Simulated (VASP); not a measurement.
# In2GeS2 (P-6m2) in VASP: notebook

Runs on In2GeS2. Level: PBE. Tasks: single point.

Program: VASP 6.6.1. These are calculated values, not measurements. Logs are shortened: lines on timing, memory, paths and dates and some standing lists are left out, and cuts for length are marked.

### Step 1. The cell of the first run

Symmetry: P-6m2, No. 187, hexagonal system. The conventional cell has a = 4.454 Å, b = 4.454 Å, c = 7.749 Å, α = 90.00°, β = 90.00°, γ = 120.00°. In (site symmetry 3m) has 6 S at 3.11 to 3.33 Å and 3 Ge at 3.33 Å and 8 In at 3.51 to 4.45 Å within 4.5 Å. Within 3.4 Å of Ge (site symmetry -6m2) lie 3 S at 2.57 Å and 6 In at 3.33 Å. Within 4.1 Å of S (site symmetry -6m2) lie 6 In at 3.11 Å and 2 Ge at 3.87 Å. S (site symmetry -6m2) has 3 Ge at 2.57 Å and 6 In at 3.33 Å within 3.4 Å.

The cell was built from a structure type or drawn by symmetry, and may not be a known phase.

### Step 2. Single point, PBE

The input, INCAR:

```
SYSTEM = In2GeS2
ALGO = Normal
EDIFF = 1E-6
ENCUT = 520
GGA = PE
ISIF = 2
ISMEAR = 0
LASPH = .TRUE.
LCHARG = .TRUE.
LELF = .TRUE.
LREAL = .FALSE.
LVHAR = .TRUE.
LWAVE = .FALSE.
NBANDS = 34
NELM = 60
PREC = Accurate
SIGMA = 0.1
```

The input, KPOINTS:

```
k-points
0
G
  6 6 2
  0 0 0
```

The input, POSCAR:

```
In2GeS2
1.0
    4.4540762300      0.0000000000      0.0000000000
   -2.2270381200      3.8573431700      0.0000000000
    0.0000000000      0.0000000000      7.7488914300
In Ge S
2 1 2
Direct
    0.6666666700      0.3333333300      0.2264030000
    0.6666666700      0.3333333300      0.7735970000
    0.0000000000      0.0000000000      0.5000000000
    0.0000000000      0.0000000000      0.0000000000
    0.3333333300      0.6666666700      0.5000000000
```

Potentials or basis: VASP PAW PBE potentials, release 64 (In_d, Ge_d, S).

Run with:

```bash
> cat potpaw_PBE.64/In_d/POTCAR potpaw_PBE.64/Ge_d/POTCAR potpaw_PBE.64/S/POTCAR > POTCAR
> mpirun -np 1 vasp_std > vasp.out
```

OUTCAR:

```text
SYSTEM = In2GeS2
   EDIFF = 1E-6
   ENCUT = 520
   GGA = PE
   ISIF = 2
   ISMEAR = 0
   LASPH = .TRUE.
   LREAL = .FALSE.
   NELM = 60
   PREC = Accurate

 ion  position               nearest neighbor table
   1  0.667  0.333  0.226-   4 3.11   4 3.11   4 3.11   5 3.33   3 3.33   5 3.33   3 3.33   3 3.33
                             5 3.33   2 3.51
   2  0.667  0.333  0.774-   4 3.11   4 3.11   4 3.11   5 3.33   3 3.33   5 3.33   3 3.33   3 3.33
                             5 3.33   1 3.51
   3  0.000  0.000  0.500-   5 2.57   5 2.57   5 2.57   1 3.33   2 3.33   2 3.33   1 3.33   2 3.33
                             1 3.33
   4  0.000  0.000  0.000-   1 3.11   2 3.11   1 3.11   2 3.11   1 3.11   2 3.11
   5  0.333  0.667  0.500-   3 2.57   3 2.57   3 2.57   1 3.33   2 3.33   1 3.33   2 3.33   1 3.33
                             2 3.33

  LATTYP: Found a hexagonal cell.
 ALAT       =     4.4540762300
 C/A-ratio  =     1.7397303122

  Lattice vectors:

 A1 = (   4.4540762300,   0.0000000000,   0.0000000000)
 A2 = (  -2.2270381200,   3.8573431700,   0.0000000000)
 A3 = (   0.0000000000,   0.0000000000,   7.7488914300)

Analysis of symmetry for initial positions (statically):
=====================================================================
 Subroutine PRICEL returns:
 Original cell was already a primitive cell.

 Routine SETGRP: Setting up the symmetry group for a
 hexagonal supercell.

 Subroutine GETGRP returns: Found 12 space group operations
 (whereof 12 operations were pure point group operations)
 out of a pool of 24 trial point group operations.

The static configuration has the point symmetry D_3h.

Analysis of symmetry for dynamics (positions and initial velocities):
=====================================================================
 Subroutine PRICEL returns:
 Original cell was already a primitive cell.

 Routine SETGRP: Setting up the symmetry group for a
 hexagonal supercell.

 Subroutine GETGRP returns: Found 12 space group operations
 (whereof 12 operations were pure point group operations)
 out of a pool of 24 trial point group operations.

The dynamic configuration has the point symmetry D_3h.

 Subroutine INISYM returns: Found 12 space group operations
 (whereof 12 operations are pure point group operations),
 and found     1 'primitive' translations

----------------------------------------------------------------------------------------

                                     Primitive cell

  volume of cell :     133.1329

  direct lattice vectors                    reciprocal lattice vectors
     4.454076230  0.000000000  0.000000000     0.224513445  0.129622898  0.000000000
    -2.227038120  3.857343170  0.000000000     0.000000000  0.259245796  0.000000000
     0.000000000  0.000000000  7.748891430     0.000000000  0.000000000  0.129050718

  length of vectors
     4.454076230  4.454076236  7.748891430     0.259245796  0.259245796  0.129050718

  position of ions in fractional coordinates (direct lattice)
     0.666666670  0.333333330  0.226403000
     0.666666670  0.333333330  0.773597000
     0.000000000  0.000000000  0.500000000
     0.000000000  0.000000000  0.000000000
     0.333333330  0.666666670  0.500000000

  ion indices of the primitive-cell ions
   primitive index   ion index
                 1           1
                 2           2
                 3           3
                 4           4
                 5           5

----------------------------------------------------------------------------------------

 KPOINTS: k-points

Automatic generation of k-mesh.
 Grid dimensions read from file:
 generate k-points for:    6    6    2

 Generating k-lattice:

  Cartesian coordinates                     Fractional coordinates (reciprocal lattice)
     0.037418908  0.021603816  0.000000000     0.166666667  0.000000000  0.000000000
     0.000000000  0.043207633  0.000000000     0.000000000  0.166666667  0.000000000
     0.000000000  0.000000000  0.064525359     0.000000000  0.000000000  0.500000000

  Length of vectors
     0.043207633  0.043207633  0.064525359

  Shift w.r.t. Gamma in fractional coordinates (k-lattice)
     0.000000000  0.000000000  0.000000000

 Subroutine IBZKPT returns following result:
 ===========================================

 Found     14 irreducible k-points:

 Following reciprocal coordinates:
            Coordinates               Weight
  0.000000  0.000000  0.000000      1.000000
  0.166667  0.000000  0.000000      6.000000
  0.333333  0.000000  0.000000      6.000000
  0.500000  0.000000  0.000000      3.000000
  0.166667  0.166667  0.000000      6.000000
  0.333333  0.166667  0.000000     12.000000
  0.333333  0.333333  0.000000      2.000000
  0.000000  0.000000  0.500000      1.000000
  0.166667  0.000000  0.500000      6.000000
  0.333333  0.000000  0.500000      6.000000
  0.500000  0.000000  0.500000      3.000000
  0.166667  0.166667  0.500000      6.000000
  0.333333  0.166667  0.500000     12.000000
  0.333333  0.333333  0.500000      2.000000
   k-points           NKPTS =     14   k-points in BZ     NKDIM =     14   number of bands    NBANDS=     34
   number of dos      NEDOS =    301   number of ions     NIONS =      5
   total plane-waves  NPLWV =  77760
   dimension x,y,z NGX =    36 NGY =   36 NGZ =   60
   dimension x,y,z NGXF=    72 NGYF=   72 NGZF=  120
   ions per type =               2   1   2
   NGX,Y,Z   is equivalent  to a cutoff of  13.44, 13.44, 12.87 a.u.
   NGXF,Y,Z  is equivalent  to a cutoff of  26.87, 26.87, 25.74 a.u.
 SYSTEM =  In2GeS2
   PREC   = accura    normal or accurate (medium, high low for compatibility)
   ISTART =      0    job   : 0-new  1-cont  2-samecut
   ICHARG =      2    charge: 1-file 2-atom 10-const
   ISPIN  =      1    spin polarized calculation?
   LNONCOLLINEAR =      F non collinear calculations
   LSORBIT =      F    spin-orbit coupling
   LASPH  =      T    aspherical Exc in radial PAW
   ENCUT  =  520.0 eV  38.22 Ry    6.18 a.u.   8.28  8.28 14.41*2*pi/ulx,y,z
   NELM   =     60;   NELMIN=  2; NELMDL= -5     # of ELM steps
   EDIFF  = 0.1E-05   stopping-criterion for ELM
   LREAL  =      F    real-space projection
   EDIFFG = 0.1E-04   stopping-criterion for IOM
   NSW    =      0    number of steps for IOM
   IBRION =     -1    ionic relax: 0-MD 1-quasi-New 2-CG
   NFREE  =      0    steps in history (QN), initial steepest desc. (CG)
   ISIF   =      2    stress and relaxation
   ISYM   =      2    0-nonsym 1-usesym 2-fastsym
   POTIM  = 0.5000    time-step for ionic-motion
   TEBEG  =    0.0;   TEEND  =   0.0 temperature during run
   PSTRESS=    0.0 pullay stress
   NELECT =      52.0000    total number of electrons
   NUPDOWN=      -1.0000    fix difference up-down
   EMIN   =  10.00;   EMAX   =-10.00  energy-range for DOS
   EFERMI =   0.00;   METHOD = LEGACY
   ISMEAR =     0;   SIGMA  =   0.10  broadening in eV -4-tet -1-fermi 0-gaus
   EFERMI_NEDOS =   21; number of points for ismear=-14 and -15
   IALGO  =     38    algorithm
   IMIX   =      4    mixing-type and parameters
     AMIX     =   0.40;   BMIX     =  1.00
     AMIX_MAG =   1.60;   BMIX_MAG =  1.00
  volume/ion in A,a.u.               =      26.63       179.69
  Fermi-wavevector in a.u.,A,eV,Ry     =   1.196688  2.261412 19.484375  1.432061
  Thomas-Fermi vector in A             =   2.332622
   LORBIT       =      0    0 simple, 1 ext, 2 COOP (PROOUT), +10 PAW based schemes
   GGA     = PE    functional components
   LHFCALC =     F    Hartree Fock is set to
   AEXX    =    0.0000 exact exchange contribution
   IVDW    =     0    specifies the selected vdW correction
   LEPSILON=     F    determine dielectric tensor
   LRPA    =     F    only Hartree local field effects (RPA)
 non-spin polarized calculation
 Gauss-broadening in eV      SIGMA  =   0.10
  energy-cutoff  :      520.00
  volume of cell :      133.13
 maximum number of plane-waves:      3612
 NGX is ok and might be reduce to    36
   NGX = 17   NGY = 17   NGZ = 29

 number of electron      52.0000011 magnetization

 Free energy of the ion-electron system (eV)
  ---------------------------------------------------
  ext. energy  EPLUGINS =         0.00000000
  ---------------------------------------------------
  free energy    TOTEN  =       -17.84898769 eV

  energy without entropy =      -17.83575435  energy(sigma->0) =      -17.84237102

 E-fermi :   4.7105     XC(G=0):  -9.2681

 val. band max:        4.6137478764   @ k =   0.3333   0.3333   0.0000
 cond. band min:       4.7479490387   @ k =   0.3333   0.1667   0.5000
 fundamental gap:      0.1342011623
 Fermi energy:         4.7105398591

 k-point     1 :       0.0000    0.0000    0.0000
  band No.  band energies     occupation
      1     -20.5704      2.00000
      2     -20.5603      2.00000
      3     -20.5603      2.00000
      4     -20.5500      2.00000
      5     -20.5500      2.00000
      6      -9.6601      2.00000
[... 26 lines left out ...]
     33       9.5041      0.00000
     34       9.5323      0.00000

 k-point     2 :       0.1667    0.0000    0.0000
  band No.  band energies     occupation
      1     -20.5698      2.00000
      2     -20.5605      2.00000
      3     -20.5603      2.00000
      4     -20.5503      2.00000
      5     -20.5493      2.00000
      6      -9.6607      2.00000
[... 26 lines left out ...]
     33       8.9879      0.00000
     34       9.7908      0.00000

 k-point     3 :       0.3333    0.0000    0.0000
  band No.  band energies     occupation
      1     -20.5687      2.00000
      2     -20.5609      2.00000
      3     -20.5604      2.00000
      4     -20.5508      2.00000
      5     -20.5480      2.00000
      6      -9.6948      2.00000
[... 26 lines left out ...]
     33       9.4179      0.00000
     34      10.2180      0.00000
[... 334 lines left out ...]
 k-point    13 :       0.3333    0.1667    0.5000
  band No.  band energies     occupation
      1     -20.5681      2.00000
      2     -20.5610      2.00000
      3     -20.5606      2.00000
      4     -20.5509      2.00000
      5     -20.5477      2.00000
      6      -9.6475      2.00000
[... 26 lines left out ...]
     33       9.6194      0.00000
     34       9.6216      0.00000

 k-point    14 :       0.3333    0.3333    0.5000
  band No.  band energies     occupation
      1     -20.5677      2.00000
      2     -20.5609      2.00000
      3     -20.5608      2.00000
      4     -20.5506      2.00000
      5     -20.5479      2.00000
      6      -9.6498      2.00000
[... 26 lines left out ...]
     33       9.5875      0.00000
     34       9.8110      0.00000

------------------------ aborting loop because EDIFF is reached ----------------------------------------

  FORCE on cell =-STRESS in cart. coord.  units (eV):
  Direction    XX          YY          ZZ          XY          YZ          ZX
  --------------------------------------------------------------------------------------
  -------------------------------------------------------------------------------------
  Total       -0.5148271     -0.5148271     -1.0214398      0.0000000      0.0000000     -0.0000000
  in kB       -6.1956443     -6.1956443    -12.2924337      0.0000000      0.0000000     -0.0000000
  external PRESSURE =      -8.2279074 kB  Pullay stress =       0.0000000 kB

 VOLUME and BASIS-vectors are now :
 -----------------------------------------------------------------------------
  energy-cutoff  :      520.00
  volume of cell :      133.13
      direct lattice vectors                 reciprocal lattice vectors
     4.454076230  0.000000000  0.000000000     0.224513445  0.129622898  0.000000000
    -2.227038120  3.857343170  0.000000000     0.000000000  0.259245796  0.000000000
     0.000000000  0.000000000  7.748891430     0.000000000  0.000000000  0.129050718

 POSITION                                       TOTAL-FORCE (eV/Angst)
 -----------------------------------------------------------------------------------
      2.22704      1.28578      1.75437        -0.000000     -0.000000     -0.686861
      2.22704      1.28578      5.99452        -0.000000     -0.000000      0.686861
      0.00000      0.00000      3.87445         0.000000      0.000000      0.000000
      0.00000      0.00000      0.00000         0.000000     -0.000000      0.000000
     -0.00000      2.57156      3.87445        -0.000000     -0.000000      0.000000
 -----------------------------------------------------------------------------------
    total drift:                               -0.000012      0.000007      0.000000

  FREE ENERGIE OF THE ION-ELECTRON SYSTEM (eV)
  ---------------------------------------------------
  free  energy   TOTEN  =       -17.8489876874 eV

  energy  without entropy=      -17.8357543502  energy(sigma->0) =      -17.84237102
```

Run time: 1.8 min. Hardware: 1 thread of Intel Xeon 8259CL, shared host; peak memory 0.29 GiB.

Results:

```yaml
Free_energy: -17.8490 eV
Pressure: -0.8 GPa
Largest_force: 0.687 eV/Å
Band_gap_on_the_k_mesh: zero (bands 26 and 27 overlap by 0.93 eV)
```

Forces in eV/Å, atoms in the order of the input:
```
In   0.000  0.000 -0.687
In   0.000  0.000  0.687
Ge   0.000  0.000  0.000
S    0.000  0.000  0.000
S    0.000  0.000  0.000
```

Stress tensor (GPa, compression positive):
```
-0.62  0.00  0.00
 0.00 -0.62  0.00
 0.00  0.00 -1.23
```

Levels at points of the mesh, in eV from the Fermi level:
| k point | band 22 | band 23 | band 24 | band 25 | band 26 | band 27 | band 28 | band 29 | band 30 | band 31 |
| --- | --- | --- | --- | --- | --- | --- | --- | --- | --- | --- |
| (0.00, 0.00, 0.00) | -3.34 | -2.41 | -1.69 | -1.69 | 0.55 | 0.55 | 0.78 | 1.69 | 2.11 | 4.09 |
| (0.50, 0.00, 0.00) | -3.80 | -3.02 | -2.07 | -1.40 | -0.21 | 0.45 | 1.75 | 2.47 | 3.01 | 3.96 |
| (0.00, 0.00, 0.50) | -3.81 | -1.66 | -1.66 | -1.54 | -0.23 | 0.46 | 0.46 | 1.13 | 3.64 | 3.64 |
| (0.50, 0.00, 0.50) | -3.24 | -2.70 | -2.17 | -1.92 | -0.62 | 0.46 | 2.46 | 2.69 | 3.12 | 3.31 |

Caveat: the k points lie up to 0.41 Å⁻¹ apart, too coarse for converged energies and pressures of a metal; spin-orbit coupling is left out, which moves the levels of the heavy elements.

### Step 3. Single point, PBE

This run uses another cell than the first one, of 27.67 Å³/atom.

The input, INCAR:

```
PREC = Accurate
ENCUT = 520
EDIFF = 1E-6
ISMEAR = 0
SIGMA = 0.1
LREAL = False
LASPH = True
NELM = 60
ALGO = Normal
ISIF = 2
LWAVE = False
LCHARG = False
GGA = PE
NBANDS = 34
```

The input, KPOINTS:

```
Automatic mesh
0
Gamma
  6 6 2
```

The input, POSCAR:

```
In2GeS2
1.0
    4.2834939985      0.0000000028      0.0000000000
   -2.1417470017      3.7096146183      0.0000000000
    0.0000000000      0.0000000000      8.7069549162
In Ge S
2 1 2
Direct
    0.6666666667      0.3333333333      0.1944588523
    0.6666666667      0.3333333333      0.8055411477
    0.0000000000      0.0000000000      0.5000000000
    0.0000000000      0.0000000000      0.0000000000
    0.3333333333      0.6666666667      0.5000000000
```

Potentials or basis: VASP PAW PBE potentials, release 64 (In_d, Ge_d, S).

Run with:

```bash
> cat potpaw_PBE.64/In_d/POTCAR potpaw_PBE.64/Ge_d/POTCAR potpaw_PBE.64/S/POTCAR > POTCAR
> mpirun -np 1 vasp_std > vasp.out
```

Run time: 96 s. Hardware: 1 thread of Intel Xeon 8259CL, shared host; peak memory 0.28 GiB.

Results (log left out):

```yaml
Free_energy: -18.0457 eV
Pressure: -0.1 GPa
Largest_force: 0.015 eV/Å
Band_gap_on_the_k_mesh: zero (bands 26 and 27 overlap by 0.57 eV)
```

Forces on the atoms (eV/Å):
```
In   0.000  0.000 -0.015
In   0.000  0.000  0.015
Ge   0.000  0.000  0.000
S    0.000  0.000  0.000
S    0.000  0.000  0.000
```

Stress tensor (GPa, compression positive):
```
-0.18  0.00  0.00
 0.00 -0.18  0.00
 0.00  0.00  0.03
```

Levels at points of the mesh, in eV from the Fermi level:
| k point | band 23 | band 24 | band 25 | band 26 | band 27 | band 28 | band 29 | band 30 |
| --- | --- | --- | --- | --- | --- | --- | --- | --- |
| (0.00, 0.00, 0.00) | -3.22 | -1.86 | -1.86 | 0.58 | 1.33 | 1.47 | 1.47 | 2.48 |
| (0.50, 0.00, 0.00) | -2.42 | -2.36 | -1.75 | -0.63 | 0.15 | 1.43 | 2.89 | 2.96 |
| (0.00, 0.00, 0.50) | -2.20 | -1.85 | -1.85 | -0.18 | 1.35 | 1.45 | 1.45 | 3.92 |
| (0.50, 0.00, 0.50) | -2.83 | -2.45 | -1.93 | -1.10 | 0.60 | 1.76 | 2.45 | 3.46 |

Caveat: the k points lie up to 0.36 Å⁻¹ apart, too coarse for converged energies and pressures of a metal; spin-orbit coupling is left out, which moves the levels of the heavy elements.
